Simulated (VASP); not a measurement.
# Ca (Cmcm) in VASP: notebook, part 2 of 2

VASP 6.6.1. Earlier steps stand in the parts before.

**3. Single point, PBE (strained and its atoms moved)**

Input file INCAR:

```
ALGO = Fast ; EDIFF = 1E-7
ENCUT = 520 ; GGA = PE
ISIF = 2 ; ISMEAR = 0
LASPH = True ; LCHARG = False
LREAL = False ; LWAVE = False
NBANDS = 17 ; NELM = 80
PREC = Accurate ; SIGMA = 0.1
```

Input file KPOINTS:

```
k-points
0
Gamma
  12 12 8
```

Input file POSCAR:

```
Ca
1.0
    2.0228445750     -3.4406841543      0.0000000000
    2.0228445750      3.4406841543      0.0000000000
    0.0000000000      0.0000000000      6.5677588368
Ca
2
Direct
    0.8576747216      0.1423252784      0.2500000000
    0.1423252784      0.8576747216      0.7500000000
```

Potentials or basis: VASP PAW PBE potentials, release 64 (Ca_sv).

Started as:

```
cat potpaw_PBE.64/Ca_sv/POTCAR > POTCAR
mpirun -np 1 vasp_std > vasp.out
```

OUTCAR:

```text
EDIFF = 1E-7
   ENCUT = 520
   GGA = PE
   ISIF = 2
   ISMEAR = 0
   LASPH = True
   LREAL = False
   NELM = 80
   PREC = Accurate

 ion  position               nearest neighbor table
   1  0.858  0.142  0.250-
   2  0.142  0.858  0.750-

  LATTYP: Found a base centered orthorhombic cell.
 ALAT       =     4.0456891500
 B/A-ratio  =     1.7009137513
 C/A-ratio  =     1.6233968042

  Lattice vectors:

 A1 = (   2.0228445750,  -3.4406841543,   0.0000000000)
 A2 = (   2.0228445750,   3.4406841543,   0.0000000000)
 A3 = (   0.0000000000,   0.0000000000,   6.5677588368)

Analysis of symmetry for initial positions (statically):
=====================================================================
 Subroutine PRICEL returns:
 Original cell was already a primitive cell.

 Routine SETGRP: Setting up the symmetry group for a
 base centered orthorhombic supercell.

 Subroutine GETGRP returns: Found  8 space group operations
 (whereof  4 operations were pure point group operations)
 out of a pool of  8 trial point group operations.

The static configuration has the point symmetry C_2h.
 The point group associated with its full space group is D_2h.

Analysis of symmetry for dynamics (positions and initial velocities):
=====================================================================
 Subroutine PRICEL returns:
 Original cell was already a primitive cell.

 Routine SETGRP: Setting up the symmetry group for a
 base centered orthorhombic supercell.

 Subroutine GETGRP returns: Found  8 space group operations
 (whereof  4 operations were pure point group operations)
 out of a pool of  8 trial point group operations.

The dynamic configuration has the point symmetry C_2h.
 The point group associated with its full space group is D_2h.

 Subroutine INISYM returns: Found  8 space group operations
 (whereof  4 operations are pure point group operations),
 and found     1 'primitive' translations

----------------------------------------------------------------------------------------

                                     Primitive cell

  volume of cell :      91.4228

  direct lattice vectors                    reciprocal lattice vectors
     2.022844575 -3.440684154  0.000000000     0.247176677 -0.145319936  0.000000000
     2.022844575  3.440684154  0.000000000     0.247176677  0.145319936  0.000000000
     0.000000000  0.000000000  6.567758837     0.000000000  0.000000000  0.152258940

  length of vectors
     3.991266419  3.991266419  6.567758837     0.286730175  0.286730175  0.152258940

  position of ions in fractional coordinates (direct lattice)
     0.857674722  0.142325278  0.250000000
     0.142325278  0.857674722  0.750000000

  ion indices of the primitive-cell ions
   primitive index   ion index
                 1           1
                 2           2

----------------------------------------------------------------------------------------

 KPOINTS: k-points

Automatic generation of k-mesh.
 Grid dimensions read from file:
 generate k-points for:   12   12    8

 Generating k-lattice:

  Cartesian coordinates                     Fractional coordinates (reciprocal lattice)
     0.020598056 -0.012109995  0.000000000     0.083333333  0.000000000  0.000000000
     0.020598056  0.012109995  0.000000000     0.000000000  0.083333333  0.000000000
     0.000000000  0.000000000  0.019032368     0.000000000  0.000000000  0.125000000

  Length of vectors
     0.023894181  0.023894181  0.019032368

  Shift w.r.t. Gamma in fractional coordinates (k-lattice)
     0.000000000  0.000000000  0.000000000

 Subroutine IBZKPT returns following result:
 ===========================================

 Found    215 irreducible k-points:

 Following reciprocal coordinates:
            Coordinates               Weight
  0.000000  0.000000  0.000000      1.000000
  0.083333  0.000000  0.000000      4.000000
  0.166667  0.000000  0.000000      4.000000
  0.250000  0.000000  0.000000      4.000000
  0.333333 -0.000000  0.000000      4.000000
  0.416667  0.000000  0.000000      4.000000
[... 16 lines left out ...]
  0.500000  0.166667  0.000000      4.000000
 -0.416667  0.166667  0.000000      4.000000
 [... further k-points ...]
   k-points           NKPTS =    215   k-points in BZ     NKDIM =    215   number of bands    NBANDS=     17
   number of dos      NEDOS =    301   number of ions     NIONS =      2
   total plane-waves  NPLWV =  45000
   dimension x,y,z NGX =    30 NGY =   30 NGZ =   50
   dimension x,y,z NGXF=    60 NGYF=   60 NGZF=  100
   ions per type =               2
   NGX,Y,Z   is equivalent  to a cutoff of  12.50, 12.50, 12.66 a.u.
   NGXF,Y,Z  is equivalent  to a cutoff of  24.99, 24.99, 25.31 a.u.
 SYSTEM =  unknown system
   PREC   = accura    normal or accurate (medium, high low for compatibility)
   ISTART =      0    job   : 0-new  1-cont  2-samecut
   ICHARG =      2    charge: 1-file 2-atom 10-const
   ISPIN  =      1    spin polarized calculation?
   LNONCOLLINEAR =      F non collinear calculations
   LSORBIT =      F    spin-orbit coupling
   LASPH  =      T    aspherical Exc in radial PAW
   ENCUT  =  520.0 eV  38.22 Ry    6.18 a.u.   7.42  7.42 12.21*2*pi/ulx,y,z
   NELM   =     80;   NELMIN=  2; NELMDL= -5     # of ELM steps
   EDIFF  = 0.1E-06   stopping-criterion for ELM
   LREAL  =      F    real-space projection
   EDIFFG = 0.1E-05   stopping-criterion for IOM
   NSW    =      0    number of steps for IOM
   IBRION =     -1    ionic relax: 0-MD 1-quasi-New 2-CG
   NFREE  =      0    steps in history (QN), initial steepest desc. (CG)
   ISIF   =      2    stress and relaxation
   ISYM   =      2    0-nonsym 1-usesym 2-fastsym
   POTIM  = 0.5000    time-step for ionic-motion
   TEBEG  =    0.0;   TEEND  =   0.0 temperature during run
   PSTRESS=    0.0 pullay stress
   NELECT =      20.0000    total number of electrons
   NUPDOWN=      -1.0000    fix difference up-down
   EMIN   =  10.00;   EMAX   =-10.00  energy-range for DOS
   EFERMI =   0.00;   METHOD = LEGACY
   ISMEAR =     0;   SIGMA  =   0.10  broadening in eV -4-tet -1-fermi 0-gaus
   EFERMI_NEDOS =   21; number of points for ismear=-14 and -15
   IALGO  =     68    algorithm
   IMIX   =      4    mixing-type and parameters
     AMIX     =   0.40;   BMIX     =  1.00
     AMIX_MAG =   1.60;   BMIX_MAG =  1.00
  volume/ion in A,a.u.               =      45.71       308.48
  Fermi-wavevector in a.u.,A,eV,Ry     =   0.986431  1.864084 13.239093  0.973046
  Thomas-Fermi vector in A             =   2.117811
   LORBIT       =      0    0 simple, 1 ext, 2 COOP (PROOUT), +10 PAW based schemes
   GGA     = PE    functional components
   LHFCALC =     F    Hartree Fock is set to
   AEXX    =    0.0000 exact exchange contribution
   IVDW    =     0    specifies the selected vdW correction
   LEPSILON=     F    determine dielectric tensor
   LRPA    =     F    only Hartree local field effects (RPA)
 non-spin polarized calculation
 RMM-DIIS sequential band-by-band and
 Gauss-broadening in eV      SIGMA  =   0.10
  energy-cutoff  :      520.00
  volume of cell :       91.42
 maximum number of plane-waves:      2493
 NGX is ok and might be reduce to    30
   NGX = 15   NGY = 15   NGZ = 25

 number of electron      19.9999998 magnetization

 Free energy of the ion-electron system (eV)
  ---------------------------------------------------
  ext. energy  EPLUGINS =         0.00000000
  ---------------------------------------------------
  free energy    TOTEN  =        -3.80458927 eV

  energy without entropy =       -3.79246731  energy(sigma->0) =       -3.79852829

 E-fermi :   1.6998     XC(G=0):  -7.4911

 val. band max:        1.6995324164   @ k =   0.4167   0.0833   0.3750
 cond. band min:       1.7089442404   @ k =   0.2500   0.0833   0.0000
 fundamental gap:      0.0094118240
 Fermi energy:         1.6997676599

 k-point     1 :       0.0000    0.0000    0.0000
  band No.  band energies     occupation
      1     -40.5482      2.00000
      2     -40.5381      2.00000
      3     -21.5777      2.00000
      4     -21.4953      2.00000
      5     -21.4796      2.00000
      6     -21.4746      2.00000
[... 9 lines left out ...]
     16       4.3365      0.00000
     17       4.3751      0.00000
[... 441 lines left out ...]
 k-point    24 :      -0.4167    0.1667    0.0000
  band No.  band energies     occupation
      1     -40.5408      2.00000
      2     -40.5349      2.00000
      3     -21.5454      2.00000
      4     -21.5453      2.00000
      5     -21.5438      2.00000
      6     -21.5058      2.00000
[... 9 lines left out ...]
     16       4.4591      0.00000
     17       4.9707      0.00000

 [... further k-points ...]

------------------------ aborting loop because EDIFF is reached ----------------------------------------

  FORCE on cell =-STRESS in cart. coord.  units (eV):
  Direction    XX          YY          ZZ          XY          YZ          ZX
  --------------------------------------------------------------------------------------
  -------------------------------------------------------------------------------------
  Total       -1.0540338     -0.3337809     -0.5108087      0.0000000      0.0000000      0.0000000
  in kB      -18.4718586     -5.8494830     -8.9518818      0.0000000      0.0000000      0.0000000
  external PRESSURE =     -11.0910745 kB  Pullay stress =       0.0000000 kB

 VOLUME and BASIS-vectors are now :
 -----------------------------------------------------------------------------
  energy-cutoff  :      520.00
  volume of cell :       91.42
      direct lattice vectors                 reciprocal lattice vectors
     2.022844575 -3.440684154  0.000000000     0.247176677 -0.145319936  0.000000000
     2.022844575  3.440684154  0.000000000     0.247176677  0.145319936  0.000000000
     0.000000000  0.000000000  6.567758837     0.000000000  0.000000000  0.152258940

 POSITION                                       TOTAL-FORCE (eV/Angst)
 -----------------------------------------------------------------------------------
      2.02284     -2.46129      1.64194         0.000000      0.162420     -0.000000
      2.02284      2.46129      4.92582         0.000000     -0.162420      0.000000
 -----------------------------------------------------------------------------------
    total drift:                                0.000000      0.000000     -0.000000

  FREE ENERGIE OF THE ION-ELECTRON SYSTEM (eV)
  ---------------------------------------------------
  free  energy   TOTEN  =        -3.8045892670 eV

  energy  without entropy=       -3.7924673142  energy(sigma->0) =       -3.79852829
```

OSZICAR:

```text
N       E                     dE             d eps       ncg     rms          rms(c)
DAV:   1     0.168792356049E+03    0.16879E+03   -0.10038E+04  7318   0.105E+03
DAV:   2     0.546781126949E+01   -0.16332E+03   -0.16143E+03  8242   0.312E+02
DAV:   3    -0.348969380204E+01   -0.89575E+01   -0.88996E+01 14181   0.525E+01
DAV:   4    -0.380013410286E+01   -0.31044E+00   -0.30987E+00  9488   0.104E+01
DAV:   5    -0.381509977042E+01   -0.14966E-01   -0.14956E-01 12324   0.150E+00    0.315E+00
RMM:   6    -0.380572311502E+01    0.93767E-02   -0.19788E-02  7846   0.140E+00    0.196E+00
RMM:   7    -0.380481894016E+01    0.90417E-03   -0.46862E-02  8346   0.241E+00    0.152E-01
RMM:   8    -0.380419914871E+01    0.61979E-03   -0.10662E-02  9119   0.114E+00    0.366E-02
RMM:   9    -0.380448183677E+01   -0.28269E-03   -0.34575E-03 11397   0.545E-01    0.412E-02
RMM:  10    -0.380455672012E+01   -0.74883E-04   -0.81800E-04 11368   0.193E-01    0.397E-02
RMM:  11    -0.380457702201E+01   -0.20302E-04   -0.29666E-04 11500   0.130E-01    0.219E-02
RMM:  12    -0.380458529105E+01   -0.82690E-05   -0.94867E-05 12099   0.499E-02    0.203E-02
RMM:  13    -0.380459504343E+01   -0.97524E-05   -0.52406E-05 11557   0.505E-02    0.535E-02
RMM:  14    -0.380458776399E+01    0.72794E-05   -0.20552E-05 10703   0.446E-02    0.101E-02
RMM:  15    -0.380458886800E+01   -0.11040E-05   -0.88086E-06 11984   0.174E-02    0.363E-03
RMM:  16    -0.380458904858E+01   -0.18058E-06   -0.24428E-06 12341   0.761E-03    0.360E-03
RMM:  17    -0.380458924574E+01   -0.19716E-06   -0.10039E-06  9960   0.452E-03    0.244E-03
RMM:  18    -0.380458926699E+01   -0.21247E-07   -0.36826E-07  9218   0.307E-03
   1 F= -.38045893E+01 E0= -.37985283E+01  d E =-.121220E-01
```

It took 9.9 min on 1 thread of Intel Xeon Platinum 8375C at 2.90GHz (Ice Lake), shared host; peak memory 0.41 GiB.

Results:

```yaml
Free_energy: -3.8046 eV
Pressure: -1.1 GPa
Largest_force: 0.162 eV/Å
Band_gap_on_the_k_mesh: zero (bands 10 and 11 overlap by 0.52 eV)
```

Forces on the atoms (eV/Å):
```
Ca   0.000  0.162  0.000
Ca   0.000 -0.162  0.000
```

Caveat: the cell differs from its parent crystal (strained and its atoms moved).

**4. Single point, PBE (strained and its atoms moved)**

Input file INCAR:

```
SYSTEM = Ca
PREC = Accurate
ENCUT = 520
EDIFF = 1E-7
ISMEAR = 0
SIGMA = 0.1
LREAL = .FALSE.
LASPH = .TRUE.
NELM = 100
ALGO = Fast
ISIF = 2
LWAVE = .FALSE.
LCHARG = .TRUE.
GGA = PE
LELF = .TRUE.
LVHAR = .TRUE.
NBANDS = 17
```

Input file KPOINTS:

```
Automatic mesh
0
G
  12 12 8
  0 0 0
```

Input file POSCAR:

```
Ca
1.0
    2.0340414227     -3.3387854940      0.0000000000
    2.0340414227      3.3387854940      0.0000000000
    0.0000000000      0.0000000000      6.8655506989
Ca
2
Direct
    0.8444218486      0.1555781514      0.2500000000
    0.1555781514      0.8444218486      0.7500000000
```

Started as:

```
cat potpaw_PBE.64/Ca_sv/POTCAR > POTCAR
mpirun -np 1 vasp_std > vasp.out
```

Wall time 11 min (1 thread of Intel Xeon Platinum 8375C at 2.90GHz (Ice Lake), shared host); peak memory 0.42 GiB.

Results (log left out):

```yaml
Free_energy: -3.7867 eV
Pressure: -1.4 GPa
Largest_force: 0.083 eV/Å
Band_gap_on_the_k_mesh: zero (bands 10 and 11 overlap by 0.73 eV)
```

Forces in eV/Å, atoms in the order of the input:
```
Ca   0.000  0.083  0.000
Ca   0.000 -0.083  0.000
```

Stress tensor (GPa, compression positive):
```
-1.60  0.00  0.00
 0.00 -0.21  0.00
 0.00  0.00 -2.26
```

Levels at points of the mesh, in eV from the Fermi level:
```csv
k point,band 6,band 7,band 8,band 9,band 10,band 11,band 12,band 13,band 14,band 15
"(0.00, 0.00, 0.00)",-23.22,-23.22,-23.21,-3.89,-1.21,-0.46,1.90,2.01,2.19,2.37
"(0.50, 0.00, 0.00)",-23.25,-23.23,-23.22,-1.10,-0.67,0.20,0.39,1.23,1.59,2.32
"(0.50, 0.50, 0.00)",-23.24,-23.24,-23.24,-0.84,-0.54,0.35,0.46,1.13,1.62,2.08
"(0.00, 0.00, 0.50)",-23.22,-23.22,-23.22,-3.02,-3.02,1.13,1.13,2.01,2.01,2.41
"(0.50, 0.00, 0.50)",-23.24,-23.24,-23.24,-0.65,-0.65,-0.01,-0.01,1.32,1.32,2.85
"(0.50, 0.50, 0.50)",-23.25,-23.23,-23.23,-0.54,-0.54,0.25,0.25,1.26,1.26,2.63
```

Caveat: the cell differs from its parent crystal (strained and its atoms moved).

**5. Summary**

| cell | gap on the mesh (eV) | pressure (GPa) | largest force (eV/Å) |
| --- | --- | --- | --- |
| a = 3.975, b = 3.975, c = 6.489 Å, angles 90.0, 90.0, 119.8°, 2 atoms, atomic positions A | none | -0.8 | 0.05 |
| a = 3.991, b = 3.991, c = 6.568 Å, angles 90.0, 90.0, 119.1°, 2 atoms, atomic positions B | none | -1.1 | 0.16 |
| a = 3.910, b = 3.910, c = 6.866 Å, angles 90.0, 90.0, 117.3°, 2 atoms, atomic positions C | none | -1.4 | 0.08 |

Alike in all rows: task single point; level PBE; potentials or basis VASP PAW PBE potentials, release 64 (Ca_sv); no spin polarisation; k mesh 12 × 12 × 8; cutoff (eV) 520; smearing gaussian 0.1 eV.

Absolute energies hang on the potentials; compare differences alone.
